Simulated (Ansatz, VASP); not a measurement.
**Ti5C in VASP and in Ansatz**

```
Ti C
1.0
     0.00000    3.63123    3.63123
     3.63123    0.00000    3.63123
     3.63123    3.63123    0.00000
Ti C
5 1
Direct
  0.12250 0.12250 0.63251
  0.12250 0.63251 0.12250
  0.75000 0.75000 0.75000
  0.12250 0.12250 0.12250
  0.63251 0.12250 0.12250
  0.50000 0.50000 0.50000
```

Change from the starting cell: species swapped into the HfNi5 type (F-43m, No. 216).

Alike in both runs: functional PBE; k mesh 10 × 10 × 10; occupations gaussian, width 0.1 eV; no spin polarisation.

Ansatz relaxed the structure, and its values are those at the end. VASP's run is a single point on that final structure, the one shown.

|  | VASP | Ansatz |
| --- | --- | --- |
| version | VASP 6.6.1 | Ansatz 0.2.0 |
| potentials or method | VASP PAW PBE potentials, release 64 (Ti_sv, C), cutoff 520 eV | scalar-relativistic, plane waves, PAW |
| valence electrons in the cell | 64 | 64 |

VASP gave:

- gap on the k mesh at the Fermi level (eV): none
- pressure (GPa): -0.2
- rms of the force components (eV/Å): 0.005

Task: What did Ansatz give for the same quantities?

Result: gap on the k mesh at the Fermi level (eV): none; pressure (GPa): 0.0; rms of the force components (eV/Å): 0.001.

A gap of «none» marks a metal or a gap that the smearing closes.
